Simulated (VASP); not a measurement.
# Mg32O31 (a cell with a defect) in VASP: a series of runs

The runs below take Mg32O31 (a cell with a defect) through single point, with PBE+D3(BJ).

Program: VASP 6.6.1. These are calculated values, not measurements. Logs are shortened: lines on timing, memory, paths and dates and some standing lists are left out, and cuts for length are marked.

## Step 1: The cell of the first run

The cell holds a defect, 63 atoms: a = 8.833 Å, b = 8.833 Å, c = 8.833 Å, α = 90.00°, β = 90.00°, γ = 90.00°.

## Step 2: Single point, PBE+D3(BJ)

Input file INCAR:

```
SYSTEM = Mg32O31
ALGO = Normal
EDIFF = 1E-6
ENCUT = 520
GGA = PE
ISIF = 2
ISMEAR = 0
IVDW = 12
LASPH = .TRUE.
LCHARG = .FALSE.
LREAL = Auto
LWAVE = .FALSE.
NBANDS = 162
NELM = 80
PREC = Accurate
SIGMA = 0.05
```

Input file KPOINTS:

```
k-points
0
G
  1 1 1
  0 0 0
```

Input file POSCAR:

```
Mg32O31
1.0
    8.8332000000      0.0000000000      0.0000000000
    0.0000000000      8.8332000000      0.0000000000
    0.0000000000      0.0000000000      8.8332000000
Mg O
32 31
Direct
    0.5003943078      0.0001673233     -0.0044370104
    0.7487062446      0.2487442829     -0.0045966354
    0.7531668025     -0.0043294616      0.2497988272
    0.0013929267      0.0010466196     -0.0000753974
    0.2591769687      0.2587586605      0.0037481320
    0.4952354753      0.4948355070     -0.0063956437
    0.7483263144      0.7480226871     -0.0006574061
    0.2496832405     -0.0133019744      0.2490777974
    0.5155046869      0.2347104107      0.2562860571
    0.7596009374      0.5022670154      0.2495021057
    0.5002868723     -0.0026016619      0.5047221845
    0.7513209256      0.2488799076      0.5047144863
    0.7514216818     -0.0024001494      0.7502564190
    0.0006002355      0.4999067156     -0.0042044786
    0.2492453471      0.7482391432     -0.0046250509
   -0.0128859304      0.2491377983      0.2490613821
    0.2350713218      0.5151067563      0.2564662863
    0.5026205679      0.7591719875      0.2495405968
    0.0009835620      0.0004951773      0.5004900829
    0.2542504415      0.2539047004      0.5035954128
    0.4995762578      0.4991561382      0.5110846579
    0.7489665127      0.7485094869      0.5012038672
    0.2493931984      0.0013577186      0.7521462211
    0.5021564099      0.2459177874      0.7490167776
    0.7502473622      0.4994030476      0.7517487434
   -0.0038562469      0.7528913644      0.2496277680
   -0.0023304125      0.4999471313      0.5047408640
    0.2491962143      0.7509484671      0.5049180365
    0.0016869311      0.2488602092      0.7520284834
    0.2460504687      0.5016445909      0.7490292306
    0.4998283748      0.7496652402      0.7515918353
   -0.0020213513      0.7510706199      0.7504496672
    0.7501702667      0.2474281121      0.2511986596
   -0.0015324005      0.5001449078      0.2508620885
    0.0034097496      0.2501243038      0.4949955848
    0.3095335779      0.3091786668      0.2347975819
    0.7511293755      0.7506799348      0.2501496626
    0.0024792827      0.0020845220      0.2499481502
    0.5038179822      0.2473470543      0.5056836707
    0.7492839515      0.4988110764      0.4993922927
   -0.0010009962      0.7504415161      0.5001378889
    0.7546121451      0.2483126160      0.7485845447
   -0.0035321288      0.4993481411      0.7489787393
    0.0017839515      0.2506075941      0.0046673912
    0.2478820812      0.7497247883      0.2509776751
    0.5006551420     -0.0019700675      0.2511380927
    0.2476887198      0.5033851832      0.5057063125
    0.4992246298      0.7486230358      0.4993866323
    0.7509209573     -0.0015397591      0.5002233619
    0.2494590862      0.2490271929      0.7494361047
    0.5006886519      0.5001570212      0.7499509804
    0.7492437622      0.7488056423      0.7505292533
    0.0009125798      0.0004394783      0.7504818186
    0.5075813975      0.2451007562     -0.0130709143
    0.7496181452      0.4983714849      0.0013316805
   -0.0011855273      0.7505225739      0.0002534755
    0.2505541593      0.0028698546      0.4949445275
    0.2487798306      0.7541861387      0.7486559797
    0.4997318073     -0.0039657202      0.7488722094
    0.2455863107      0.5070906353     -0.0131606892
    0.4988803605      0.7492564416      0.0013218313
    0.7508732962     -0.0015902504      0.0002520038
    0.2511361681      0.0014918716      0.0046987502
```

Potentials or basis: VASP PAW PBE potentials, release 64 (Mg, O).

Started as:

```
cat potpaw_PBE.64/Mg/POTCAR potpaw_PBE.64/O/POTCAR > POTCAR
mpirun -np 1 vasp_gam > vasp.out
```

OUTCAR:

```text
SYSTEM = Mg32O31
   EDIFF = 1E-6
   ENCUT = 520
   GGA = PE
   ISIF = 2
   ISMEAR = 0
   IVDW = 12
   LASPH = .TRUE.
   LREAL = Auto
   NELM = 80
   PREC = Accurate
 IVDW          = 12

 ion  position               nearest neighbor table
   1  0.500  0.000  0.996-  54 2.17  59 2.18  63 2.20  62 2.21  61 2.22  46 2.26  24 3.07  23 3.09
                            31 3.09  18 3.09  13 3.10   9 3.10   2 3.10   7 3.12   5 3.12  15 3.14
   2  0.749  0.249  0.995-  54 2.13  42 2.18  55 2.21  62 2.21  44 2.24  33 2.26  16 3.07  24 3.08
                            25 3.09   9 3.09  13 3.10  29 3.10   1 3.10   6 3.12   4 3.13  14 3.14
   3  0.753  0.996  0.250-  37 2.16  38 2.20  62 2.20  49 2.21  33 2.22  46 2.23   9 2.98  26 3.03
                            18 3.04  16 3.05   7 3.11   4 3.11  19 3.11  22 3.11   1 3.17   2 3.17
   4  0.001  0.001  1.000-  53 2.20  44 2.20  63 2.21  38 2.21  62 2.21  56 2.21  29 3.10  23 3.10
                            16 3.11   8 3.11  26 3.11   3 3.11  32 3.12  13 3.12   2 3.13  15 3.13
   5  0.259  0.259  0.004-  36 2.14  60 2.20  54 2.20  50 2.25  63 2.27  44 2.27   6 2.95  30 3.11
                            24 3.11  14 3.12   1 3.12  23 3.18  29 3.18   9 3.19  17 3.19   4 3.22
   6  0.495  0.495  0.994-  51 2.15  60 2.21  54 2.21  55 2.25  61 2.25   5 2.95  24 3.08  30 3.08
                            31 3.10  25 3.10  15 3.12   2 3.12   7 3.16  10 3.25  18 3.25   9 3.27
   7  0.748  0.748  0.999-  52 2.20  61 2.20  55 2.21  62 2.21  56 2.21  37 2.22  18 3.10  10 3.10
                            25 3.10  31 3.10  26 3.11   3 3.11  32 3.11  13 3.11   1 3.12  14 3.13
   8  0.250  0.987  0.249-  45 2.09  63 2.16  57 2.18  38 2.19  46 2.22  18 3.01  26 3.05  28 3.07
                            15 3.08   4 3.11  19 3.13   1 3.15  11 3.16   9 3.21   5 3.24  20 3.26
   9  0.516  0.235  0.256-  36 1.94  33 2.08  46 2.10  39 2.21  54 2.38   3 2.98  12 3.03  11 3.04
[... 35 lines left out ...]
  27  0.998  0.500  0.505-  43 2.16  40 2.19  47 2.21  35 2.21  41 2.21  34 2.24  17 3.04  30 3.08
                            10 3.08  25 3.09  32 3.10  22 3.11  12 3.11  29 3.11  28 3.14  20 3.14
  28  0.249  0.751  0.505-  58 2.15  47 2.19  48 2.21  41 2.21  57 2.23  45 2.24  17 3.03   8 3.07
                            30 3.08  32 3.10  31 3.11  11 3.11  23 3.11  19 3.11  21 3.14  27 3.14
  29  0.002  0.249  0.752-  42 2.18  50 2.19  53 2.19  43 2.21  44 2.23  35 2.27  14 3.09  23 3.09
                             4 3.10   2 3.10  30 3.11  12 3.11  27 3.11  19 3.12  20 3.13  13 3.13
  30  0.246  0.502  0.749-  60 2.10  47 2.15  43 2.20  58 2.23  50 2.23  51 2.25  21 3.07  14 3.07
                            27 3.08  15 3.08  20 3.08  28 3.08   6 3.08  29 3.11  32 3.11   5 3.11
  31  0.500  0.750  0.752-  59 2.18  52 2.20  51 2.20  61 2.21  58 2.22  48 2.23  21 3.07  15 3.09
                             1 3.09  11 3.09   7 3.10   6 3.10  28 3.11  22 3.12  13 3.12  25 3.13
  32  0.998  0.751  0.750-  52 2.20  53 2.20  56 2.21  41 2.21  58 2.22  43 2.22  13 3.08  15 3.10
                            14 3.10  28 3.10  27 3.10  30 3.11  22 3.11   7 3.11  19 3.12  25 3.12
  33  0.750  0.247  0.251-   9 2.08  16 2.09   3 2.22  12 2.24  10 2.25   2 2.26
  34  0.998  0.500  0.251-  17 2.09  10 2.11  16 2.22  26 2.23  27 2.24  14 2.25
  35  0.003  0.250  0.495-  16 2.18  19 2.21  27 2.21  20 2.22  12 2.23  29 2.27
  36  0.310  0.309  0.235-  17 1.94   9 1.94   5 2.14  20 2.47
  37  0.751  0.751  0.250-   3 2.16  26 2.16  10 2.20  18 2.20   7 2.22  22 2.22
  38  0.002  0.002  0.250-  16 2.19   8 2.19  26 2.20   3 2.20   4 2.21  19 2.21
  39  0.504  0.247  0.506-  24 2.15  12 2.19  20 2.21  11 2.21   9 2.21  21 2.23
  40  0.749  0.499  0.499-  27 2.19  22 2.21  21 2.21  12 2.21  10 2.21  25 2.23
  41  0.999  0.750  0.500-  22 2.21  19 2.21  28 2.21  32 2.21  26 2.21  27 2.21
  42  0.755  0.248  0.749-  12 2.15   2 2.18  29 2.18  13 2.21  25 2.22  24 2.23
[... 19 lines left out ...]
  62  0.751  0.998  0.000-   3 2.20  13 2.21   2 2.21   7 2.21   1 2.21   4 2.21
  63  0.251  0.001  0.005-   8 2.16   1 2.20   4 2.21  23 2.23  15 2.24   5 2.27

  LATTYP: Found a simple cubic cell.
 ALAT       =     8.8332000000

  Lattice vectors:

 A1 = (   8.8332000000,   0.0000000000,   0.0000000000)
 A2 = (   0.0000000000,   8.8332000000,   0.0000000000)
 A3 = (   0.0000000000,   0.0000000000,   8.8332000000)

Analysis of symmetry for initial positions (statically):
=====================================================================
 Subroutine PRICEL returns:
 Original cell was already a primitive cell.

 Routine SETGRP: Setting up the symmetry group for a
 simple cubic supercell.

 Subroutine GETGRP returns: Found  1 space group operations
 (whereof  1 operations were pure point group operations)
 out of a pool of 48 trial point group operations.

The static configuration has the point symmetry C_1 .

Analysis of symmetry for dynamics (positions and initial velocities):
=====================================================================
 Subroutine PRICEL returns:
[... 186 lines left out ...]
 Following reciprocal coordinates:
            Coordinates               Weight
  0.000000  0.000000  0.000000      1.000000
   k-points           NKPTS =      1   k-points in BZ     NKDIM =      1   number of bands    NBANDS=    162
   number of dos      NEDOS =    301   number of ions     NIONS =     63
   total plane-waves  NPLWV = 343000
   dimension x,y,z NGX =    70 NGY =   70 NGZ =   70
   dimension x,y,z NGXF=   140 NGYF=  140 NGZF=  140
   ions per type =              32  31
   NGX,Y,Z   is equivalent  to a cutoff of  13.17, 13.17, 13.17 a.u.
   NGXF,Y,Z  is equivalent  to a cutoff of  26.35, 26.35, 26.35 a.u.
 SYSTEM =  Mg32O31
   PREC   = accura    normal or accurate (medium, high low for compatibility)
   ISTART =      0    job   : 0-new  1-cont  2-samecut
   ICHARG =      2    charge: 1-file 2-atom 10-const
   ISPIN  =      1    spin polarized calculation?
   LNONCOLLINEAR =      F non collinear calculations
   LSORBIT =      F    spin-orbit coupling
   LASPH  =      T    aspherical Exc in radial PAW
   ENCUT  =  520.0 eV  38.22 Ry    6.18 a.u.  16.42 16.42 16.42*2*pi/ulx,y,z
   NELM   =     80;   NELMIN=  2; NELMDL= -5     # of ELM steps
   EDIFF  = 0.1E-05   stopping-criterion for ELM
   LREAL  =      T    real-space projection
   EDIFFG = 0.1E-04   stopping-criterion for IOM
   NSW    =      0    number of steps for IOM
   IBRION =     -1    ionic relax: 0-MD 1-quasi-New 2-CG
   NFREE  =      0    steps in history (QN), initial steepest desc. (CG)
   ISIF   =      2    stress and relaxation
   ISYM   =      2    0-nonsym 1-usesym 2-fastsym
   POTIM  = 0.5000    time-step for ionic-motion
   TEBEG  =    0.0;   TEEND  =   0.0 temperature during run
   PSTRESS=    0.0 pullay stress
   NELECT =     250.0000    total number of electrons
   NUPDOWN=      -1.0000    fix difference up-down
   EMIN   =  10.00;   EMAX   =-10.00  energy-range for DOS
   EFERMI =   0.00;   METHOD = LEGACY
   ISMEAR =     0;   SIGMA  =   0.05  broadening in eV -4-tet -1-fermi 0-gaus
   EFERMI_NEDOS =   21; number of points for ismear=-14 and -15
   IALGO  =     38    algorithm
   IMIX   =      4    mixing-type and parameters
     AMIX     =   0.40;   BMIX     =  1.00
     AMIX_MAG =   1.60;   BMIX_MAG =  1.00
  volume/ion in A,a.u.               =      10.94        73.83
  Fermi-wavevector in a.u.,A,eV,Ry     =   1.167536  2.206322 18.546635  1.363139
  Thomas-Fermi vector in A             =   2.304034
   LORBIT       =      0    0 simple, 1 ext, 2 COOP (PROOUT), +10 PAW based schemes
   GGA     = PE    functional components
   LHFCALC =     F    Hartree Fock is set to
   AEXX    =    0.0000 exact exchange contribution
   IVDW    =    12    specifies the selected vdW correction
   LEPSILON=     F    determine dielectric tensor
   LRPA    =     F    only Hartree local field effects (RPA)
 non-spin polarized calculation
 Gauss-broadening in eV      SIGMA  =   0.05
  energy-cutoff  :      520.00
  volume of cell :      689.21
 maximum number of plane-waves:      9307
 NGX is ok and might be reduce to    70
   NGX = 33   NGY = 33   NGZ = 33

 number of electron     250.0000045 magnetization

 Free energy of the ion-electron system (eV)
  ---------------------------------------------------
  ext. energy  EPLUGINS =         0.00000000
  ---------------------------------------------------
  free energy    TOTEN  =      -365.17597767 eV

  energy without entropy =     -365.17597767  energy(sigma->0) =     -365.17597767

 E-fermi :   4.7088     XC(G=0): -10.3660

 val. band max:        4.4457241576   @ k =   0.0000   0.0000   0.0000
 cond. band min:       6.3353688483   @ k =   0.0000   0.0000   0.0000
 fundamental gap:      1.8896446908
 Fermi energy:         4.7087848240

 k-point     1 :       0.0000    0.0000    0.0000
  band No.  band energies     occupation
      1     -14.4876      2.00000
      2     -14.0127      2.00000
      3     -14.0055      2.00000
      4     -13.9859      2.00000
      5     -13.8875      2.00000
      6     -13.8841      2.00000
[... 129 lines left out ...]
    136       9.2987      0.00000
    137       9.4261      0.00000
 [bands above 137 left out]

------------------------ aborting loop because EDIFF is reached ----------------------------------------

 Edisp (eV)  -15.98182

 E8    (eV) :    -6.2760

  FORCE on cell =-STRESS in cart. coord.  units (eV):
  Direction    XX          YY          ZZ          XY          YZ          ZX
  --------------------------------------------------------------------------------------
  -------------------------------------------------------------------------------------
  Total     -64.48629   -64.49989   -65.29651    -1.92050     0.00506     0.01213
  in kB    -149.90765  -149.93926  -151.79111    -4.46447     0.01177     0.02819
  external pressure =     -150.55 kB  Pullay stress =        0.00 kB

 VOLUME and BASIS-vectors are now :
 -----------------------------------------------------------------------------
  energy-cutoff  :      520.00
  volume of cell :      689.21
      direct lattice vectors                 reciprocal lattice vectors
     8.833200000  0.000000000  0.000000000     0.113209256  0.000000000  0.000000000
     0.000000000  8.833200000  0.000000000     0.000000000  0.113209256  0.000000000
     0.000000000  0.000000000  8.833200000     0.000000000  0.000000000  0.113209256

 POSITION                                       TOTAL-FORCE (eV/Angst)
 -----------------------------------------------------------------------------------
      4.42008      0.00148      8.79401         0.008058     -0.001190      0.032405
      6.61347      2.19721      8.79260         0.025077      0.018111      0.020636
      6.65287      8.79496      2.20652        -0.012757      0.038848      0.005980
      0.01230      0.00925      8.83253         0.010968      0.008507      0.011958
      2.28936      2.28567      0.03311        -0.025922     -0.026399      0.068965
      4.37451      4.37098      8.77671         0.171801      0.170906     -0.179693
[... 55 lines left out ...]
      6.63261      8.81915      0.00223         0.008826      0.025269     -0.004521
      2.21834      0.01318      0.04151         0.006309      0.009551      0.000274
 -----------------------------------------------------------------------------------
    total drift:                                0.006920      0.015144      0.002965

  FREE ENERGIE OF THE ION-ELECTRON SYSTEM (eV)
  ---------------------------------------------------
  free  energy   TOTEN  =      -381.1577943196 eV

  energy  without entropy=     -381.1577943196  energy(sigma->0) =     -381.15779432
```

It took 7.2 min on 1 thread of Intel Xeon 8259CL, shared host; peak memory 0.73 GiB.

What came out:

| Item | Value |
| --- | --- |
| Free energy | -381.1578 eV |
| Pressure | -15.1 GPa |
| Largest force | 2.104 eV/Å |
| Band gap on the k mesh | 1.89 eV |
| Dispersion energy per atom | -0.254 eV |

Forces on the atoms (eV/Å):
```
Mg   0.008 -0.001  0.032
Mg   0.025  0.018  0.021
Mg  -0.013  0.039  0.006
Mg   0.011  0.009  0.012
Mg  -0.026 -0.026  0.069
Mg   0.172  0.171 -0.180
Mg   0.032  0.028 -0.002
Mg   0.066  0.049 -0.003
Mg  -0.123  0.166 -0.095
Mg  -0.077  0.024  0.008
Mg   0.010  0.022 -0.031
Mg  -0.014  0.008 -0.021
Mg   0.006  0.018 -0.002
Mg  -0.002  0.008  0.025
Mg   0.016  0.026  0.024
Mg   0.050  0.069 -0.001
Mg   0.166 -0.123 -0.100
Mg   0.026 -0.079  0.009
Mg   0.020  0.021 -0.016
Mg   0.070  0.068 -0.179
Mg   0.070  0.069 -0.006
Mg   0.023  0.022  0.002
Mg   0.008  0.030 -0.019
Mg  -0.018  0.014  0.010
Mg   0.048  0.008 -0.028
Mg   0.038 -0.017  0.009
Mg   0.029  0.008 -0.031
Mg   0.011 -0.017 -0.028
Mg   0.032  0.010 -0.016
Mg   0.022 -0.016  0.010
Mg   0.009  0.051 -0.024
Mg   0.020  0.005 -0.006
O   -0.009 -0.005 -0.014
O    0.008  0.014 -0.007
O    0.026  0.012 -0.032
O   -1.460 -1.465  0.384
O    0.053  0.055 -0.002
O    0.063  0.063 -0.007
O    0.030  0.044 -0.013
O    0.063  0.022  0.065
O    0.015  0.019  0.003
O    0.001  0.007  0.012
O    0.061  0.004  0.018
O    0.011  0.007  0.001
O   -0.005 -0.008 -0.008
O    0.009  0.008 -0.015
O    0.042  0.032 -0.013
O    0.022  0.072  0.066
O    0.017  0.021  0.000
O    0.021  0.022 -0.008
O    0.020  0.021  0.001
O    0.024  0.023 -0.004
O    0.017  0.017 -0.003
O   -0.019  0.129  0.140
O    0.058  0.031 -0.071
O    0.024  0.008 -0.005
O    0.012  0.029 -0.029
O    0.004  0.001  0.011
O    0.005  0.064  0.021
O    0.127 -0.018  0.141
O    0.027  0.055 -0.073
O    0.009  0.025 -0.005
O    0.006  0.010  0.000
```

Caveat: the k points lie up to 0.71 Å⁻¹ apart.

(Continued in part 2 of 2.)
